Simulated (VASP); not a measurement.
# AlN (P6_3/mmc) in VASP: single point with LDA

Aim: the single point of AlN with LDA.

Everything below comes from runs of VASP 6.6.1. Logs are shortened: lines on timing, memory, paths and dates and some standing lists are left out, and cuts for length are marked.

### 1 The cell of the first run

It takes space group P6_3/mmc (No. 194, hexagonal). Conventional cell: a = 3.312 Å, b = 3.312 Å, c = 4.188 Å, α = 90.00°, β = 90.00°, γ = 120.00°. Al (site symmetry -6m2) has 5 N at 1.91 to 2.09 Å within 2.5 Å. Within 2.5 Å of N (site symmetry -6m2) lie 5 Al at 1.91 to 2.09 Å.

### 2 Single point, LDA

INCAR reads:

```
SYSTEM = AlN
PREC = Accurate ; ENCUT = 520
EDIFF = 1E-6 ; ISMEAR = 0
SIGMA = 0.01 ; LREAL = .FALSE.
LASPH = .TRUE. ; NELM = 100
ALGO = Normal ; ISIF = 2
LWAVE = .FALSE. ; LCHARG = .TRUE.
LELF = .TRUE. ; LVHAR = .TRUE.
NBANDS = 16
```

KPOINTS reads:

```
regular mesh
0
G
  12 12 6
  0 0 0
```

POSCAR reads:

```
AlN
1.0
    3.3121157400      0.0000000000      0.0000000000
   -1.6560578700      2.8683763700      0.0000000000
    0.0000000000      0.0000000000      4.1875630000
Al N
2 2
Direct
    0.3333333300      0.6666666700      0.7500000000
    0.6666666700      0.3333333300      0.2500000000
    0.3333333300      0.6666666700      0.2500000000
    0.6666666700      0.3333333300      0.7500000000
```

Potentials or basis: VASP PAW LDA potentials, release 64 (Al, N).

Run with:

```
$ cat potpaw_LDA.64/Al/POTCAR potpaw_LDA.64/N/POTCAR > POTCAR
$ mpirun -np 1 vasp_std > vasp.out
```

OUTCAR:

```text
SYSTEM = AlN
   PREC = Accurate
   ENCUT = 520
   EDIFF = 1E-6
   ISMEAR = 0
   LREAL = .FALSE.
   LASPH = .TRUE.
   NELM = 100
   ISIF = 2

 ion  position               nearest neighbor table
   1  0.333  0.667  0.750-   4 1.91   4 1.91   4 1.91   3 2.09   3 2.09   2 2.84   2 2.84   2 2.84
                             2 2.84   2 2.84   2 2.84
   2  0.667  0.333  0.250-   3 1.91   3 1.91   3 1.91   4 2.09   4 2.09   1 2.84   1 2.84   1 2.84
                             1 2.84   1 2.84   1 2.84
   3  0.333  0.667  0.250-   2 1.91   2 1.91   2 1.91   1 2.09   1 2.09
   4  0.667  0.333  0.750-   1 1.91   1 1.91   1 1.91   2 2.09   2 2.09

  LATTYP: Found a hexagonal cell.
 ALAT       =     3.3121157400
 C/A-ratio  =     1.2643166268

  Lattice vectors:

 A1 = (   3.3121157400,   0.0000000000,   0.0000000000)
 A2 = (  -1.6560578700,   2.8683763700,   0.0000000000)
 A3 = (   0.0000000000,   0.0000000000,   4.1875630000)

Analysis of symmetry for initial positions (statically):
=====================================================================
 Subroutine PRICEL returns:
 Original cell was already a primitive cell.

 Routine SETGRP: Setting up the symmetry group for a
 hexagonal supercell.

 Subroutine GETGRP returns: Found 24 space group operations
 (whereof 12 operations were pure point group operations)
 out of a pool of 24 trial point group operations.

The static configuration has the point symmetry D_3d.
 The point group associated with its full space group is D_6h.

Analysis of symmetry for dynamics (positions and initial velocities):
=====================================================================
 Subroutine PRICEL returns:
 Original cell was already a primitive cell.

 Routine SETGRP: Setting up the symmetry group for a
 hexagonal supercell.

 Subroutine GETGRP returns: Found 24 space group operations
 (whereof 12 operations were pure point group operations)
 out of a pool of 24 trial point group operations.

The dynamic configuration has the point symmetry D_3d.
 The point group associated with its full space group is D_6h.

 Subroutine INISYM returns: Found 24 space group operations
 (whereof 12 operations are pure point group operations),
 and found     1 'primitive' translations

----------------------------------------------------------------------------------------

                                     Primitive cell

  volume of cell :      39.7835

  direct lattice vectors                    reciprocal lattice vectors
     3.312115740  0.000000000  0.000000000     0.301921816  0.174314642  0.000000000
    -1.656057870  2.868376370  0.000000000     0.000000000  0.348629284  0.000000000
     0.000000000  0.000000000  4.187563000     0.000000000  0.000000000  0.238802377

  length of vectors
     3.312115740  3.312115739  4.187563000     0.348629284  0.348629284  0.238802377

  position of ions in fractional coordinates (direct lattice)
     0.333333330  0.666666670  0.750000000
     0.666666670  0.333333330  0.250000000
     0.333333330  0.666666670  0.250000000
     0.666666670  0.333333330  0.750000000

  ion indices of the primitive-cell ions
   primitive index   ion index
                 1           1
                 2           2
                 3           3
                 4           4

----------------------------------------------------------------------------------------

 KPOINTS: regular mesh

Automatic generation of k-mesh.
 Grid dimensions read from file:
 generate k-points for:   12   12    6

 Generating k-lattice:

  Cartesian coordinates                     Fractional coordinates (reciprocal lattice)
     0.025160151  0.014526220  0.000000000     0.083333333  0.000000000  0.000000000
     0.000000000  0.029052440  0.000000000     0.000000000  0.083333333  0.000000000
     0.000000000  0.000000000  0.039800396     0.000000000  0.000000000  0.166666667

  Length of vectors
     0.029052440  0.029052440  0.039800396

  Shift w.r.t. Gamma in fractional coordinates (k-lattice)
     0.000000000  0.000000000  0.000000000

 Subroutine IBZKPT returns following result:
 ===========================================

 Found     76 irreducible k-points:

 Following reciprocal coordinates:
            Coordinates               Weight
  0.000000  0.000000  0.000000      1.000000
  0.083333  0.000000  0.000000      6.000000
  0.166667  0.000000  0.000000      6.000000
  0.250000  0.000000  0.000000      6.000000
  0.333333  0.000000  0.000000      6.000000
  0.416667  0.000000  0.000000      6.000000
[... 16 lines left out ...]
  0.250000  0.000000  0.166667     12.000000
  0.333333  0.000000  0.166667     12.000000
 [... further k-points ...]
   k-points           NKPTS =     76   k-points in BZ     NKDIM =     76   number of bands    NBANDS=     16
   number of dos      NEDOS =    301   number of ions     NIONS =      4
   total plane-waves  NPLWV =  25088
   dimension x,y,z NGX =    28 NGY =   28 NGZ =   32
   dimension x,y,z NGXF=    56 NGYF=   56 NGZF=   64
   ions per type =               2   2
   NGX,Y,Z   is equivalent  to a cutoff of  14.05, 14.05, 12.70 a.u.
   NGXF,Y,Z  is equivalent  to a cutoff of  28.11, 28.11, 25.41 a.u.
 SYSTEM =  AlN
   PREC   = accura    normal or accurate (medium, high low for compatibility)
   ISTART =      0    job   : 0-new  1-cont  2-samecut
   ICHARG =      2    charge: 1-file 2-atom 10-const
   ISPIN  =      1    spin polarized calculation?
   LNONCOLLINEAR =      F non collinear calculations
   LSORBIT =      F    spin-orbit coupling
   LASPH  =      T    aspherical Exc in radial PAW
   ENCUT  =  520.0 eV  38.22 Ry    6.18 a.u.   6.16  6.16  7.79*2*pi/ulx,y,z
   NELM   =    100;   NELMIN=  2; NELMDL= -5     # of ELM steps
   EDIFF  = 0.1E-05   stopping-criterion for ELM
   LREAL  =      F    real-space projection
   EDIFFG = 0.1E-04   stopping-criterion for IOM
   NSW    =      0    number of steps for IOM
   IBRION =     -1    ionic relax: 0-MD 1-quasi-New 2-CG
   NFREE  =      0    steps in history (QN), initial steepest desc. (CG)
   ISIF   =      2    stress and relaxation
   ISYM   =      2    0-nonsym 1-usesym 2-fastsym
   POTIM  = 0.5000    time-step for ionic-motion
   TEBEG  =    0.0;   TEEND  =   0.0 temperature during run
   PSTRESS=    0.0 pullay stress
   NELECT =      16.0000    total number of electrons
   NUPDOWN=      -1.0000    fix difference up-down
   EMIN   =  10.00;   EMAX   =-10.00  energy-range for DOS
   EFERMI =   0.00;   METHOD = LEGACY
   ISMEAR =     0;   SIGMA  =   0.01  broadening in eV -4-tet -1-fermi 0-gaus
   EFERMI_NEDOS =   21; number of points for ismear=-14 and -15
   IALGO  =     38    algorithm
   IMIX   =      4    mixing-type and parameters
     AMIX     =   0.40;   BMIX     =  1.00
     AMIX_MAG =   1.60;   BMIX_MAG =  1.00
  volume/ion in A,a.u.               =       9.95        67.12
  Fermi-wavevector in a.u.,A,eV,Ry     =   1.208409  2.283561 19.867928  1.460251
  Thomas-Fermi vector in A             =   2.344017
   LORBIT       =      0    0 simple, 1 ext, 2 COOP (PROOUT), +10 PAW based schemes
   GGA     = CA    functional components
   LHFCALC =     F    Hartree Fock is set to
   AEXX    =    0.0000 exact exchange contribution
   IVDW    =     0    specifies the selected vdW correction
   LEPSILON=     F    determine dielectric tensor
   LRPA    =     F    only Hartree local field effects (RPA)
 non-spin polarized calculation
 Gauss-broadening in eV      SIGMA  =   0.01
  energy-cutoff  :      520.00
  volume of cell :       39.78
 maximum number of plane-waves:      1090
 NGX is ok and might be reduce to    28
   NGX = 13   NGY = 13   NGZ = 15

 number of electron      16.0000001 magnetization

 Free energy of the ion-electron system (eV)
  ---------------------------------------------------
  ext. energy  EPLUGINS =         0.00000000
  ---------------------------------------------------
  free energy    TOTEN  =       -32.44200086 eV

  energy without entropy =      -32.44200086  energy(sigma->0) =      -32.44200086

 E-fermi :   7.8185     XC(G=0): -11.4878

 val. band max:        7.6841522510   @ k =   0.0000   0.0000   0.0000
 cond. band min:      10.9691015818   @ k =   0.0000   0.0000   0.0000
 fundamental gap:      3.2849493308
 Fermi energy:         7.8184598289

 k-point     1 :       0.0000    0.0000    0.0000
  band No.  band energies     occupation
      1      -8.9406      2.00000
      2      -5.2122      2.00000
      3       0.7835      2.00000
      4       4.4122      2.00000
      5       4.4122      2.00000
      6       6.0784      2.00000
[... 8 lines left out ...]
     15      19.3328      0.00000
     16      19.4994      0.00000

 k-point     2 :       0.0833    0.0000    0.0000
  band No.  band energies     occupation
      1      -8.8601      2.00000
      2      -5.2082      2.00000
      3       0.8692      2.00000
      4       4.1125      2.00000
      5       4.2928      2.00000
      6       5.7824      2.00000
[... 8 lines left out ...]
     15      18.9083      0.00000
     16      19.1418      0.00000

 k-point     3 :       0.1667    0.0000    0.0000
  band No.  band energies     occupation
      1      -8.6237      2.00000
      2      -5.2115      2.00000
      3       1.1224      2.00000
      4       3.3785      2.00000
      5       4.0126      2.00000
      6       5.1431      2.00000
[... 8 lines left out ...]
     15      18.4288      0.00000
     16      19.4679      0.00000

 k-point     4 :       0.2500    0.0000    0.0000
  band No.  band energies     occupation
      1      -8.2500      2.00000
      2      -5.2651      2.00000
      3       1.5296      2.00000
      4       2.5274      2.00000
      5       3.6966      2.00000
      6       4.4641      2.00000
[... 8 lines left out ...]
     15      17.7378      0.00000
     16      20.0301      0.00000
[... 324 lines left out ...]
 k-point    22 :       0.1667    0.0000    0.1667
  band No.  band energies     occupation
      1      -8.4587      2.00000
      2      -5.5567      2.00000
      3       1.3768      2.00000
      4       3.6834      2.00000
      5       4.1329      2.00000
      6       4.7735      2.00000
[... 8 lines left out ...]
     15      18.8479      0.00000
     16      19.5896      0.00000

 k-point    23 :       0.2500    0.0000    0.1667
  band No.  band energies     occupation
      1      -8.0937      2.00000
      2      -5.5271      2.00000
      3       1.3268      2.00000
      4       3.1318      2.00000
      5       3.8287      2.00000
      6       4.0567      2.00000
[... 8 lines left out ...]
     15      18.6176      0.00000
     16      19.8783      0.00000

 k-point    24 :       0.3333    0.0000    0.1667
  band No.  band energies     occupation
      1      -7.6360      2.00000
      2      -5.5814      2.00000
      3       1.0773      2.00000
      4       2.8044      2.00000
      5       3.5683      2.00000
      6       3.6088      2.00000
[... 8 lines left out ...]
     15      19.1595      0.00000
     16      20.1452      0.00000

 [... further k-points ...]
[... 5 lines left out ...]
  --------------------------------------------------------------------------------------
  -------------------------------------------------------------------------------------
  Total       -2.0044529     -2.0044529     -2.1242229      0.0000000     -0.0000000     -0.0000000
  in kB      -80.7241412    -80.7241412    -85.5475677      0.0000000     -0.0000000     -0.0000000
  external PRESSURE =     -82.3319500 kB  Pullay stress =       0.0000000 kB

 VOLUME and BASIS-vectors are now :
 -----------------------------------------------------------------------------
  energy-cutoff  :      520.00
  volume of cell :       39.78
      direct lattice vectors                 reciprocal lattice vectors
     3.312115740  0.000000000  0.000000000     0.301921816  0.174314642  0.000000000
    -1.656057870  2.868376370  0.000000000     0.000000000  0.348629284  0.000000000
     0.000000000  0.000000000  4.187563000     0.000000000  0.000000000  0.238802377

 POSITION                                       TOTAL-FORCE (eV/Angst)
 -----------------------------------------------------------------------------------
     -0.00000      1.91225      3.14067        -0.000000      0.000000      0.000000
      1.65606      0.95613      1.04689         0.000000     -0.000000      0.000000
     -0.00000      1.91225      1.04689        -0.000000      0.000000      0.000000
      1.65606      0.95613      3.14067         0.000000     -0.000000      0.000000
 -----------------------------------------------------------------------------------
    total drift:                               -0.000001      0.000001      0.000000

  FREE ENERGIE OF THE ION-ELECTRON SYSTEM (eV)
  ---------------------------------------------------
  free  energy   TOTEN  =       -32.4420008570 eV

  energy  without entropy=      -32.4420008570  energy(sigma->0) =      -32.44200086
```

It took 21 s on 1 thread of Intel Xeon 6975P-C (Granite Rapids), shared host; peak memory 0.16 GiB.

What came out:

```yaml
Free_energy: -32.4420 eV
Pressure: -8.2 GPa
Band_gap_on_the_k_mesh: 3.28 eV, direct
```

Stress tensor (GPa, compression positive):
```
-8.07  0.00  0.00
 0.00 -8.07  0.00
 0.00  0.00 -8.55
```

Levels at points of the mesh, in eV from the valence-band top:
| k point | band 4 | band 5 | band 6 | band 7 | band 8 | band 9 | band 10 | band 11 | band 12 | band 13 |
| --- | --- | --- | --- | --- | --- | --- | --- | --- | --- | --- |
| (0.00, 0.00, 0.00) | -3.27 | -3.27 | -1.61 | -1.61 | 0.00 | 3.28 | 4.24 | 8.04 | 8.04 | 11.03 |
| (0.50, 0.00, 0.00) | -4.75 | -4.49 | -4.32 | -2.90 | -1.46 | 3.71 | 7.00 | 7.08 | 9.08 | 9.18 |
| (0.00, 0.00, 0.50) | -3.69 | -2.48 | -2.48 | -2.48 | -2.48 | 5.57 | 5.57 | 8.25 | 8.25 | 8.25 |
| (0.50, 0.00, 0.50) | -7.29 | -3.26 | -3.26 | -1.74 | -1.74 | 4.96 | 4.96 | 9.09 | 9.09 | 11.22 |
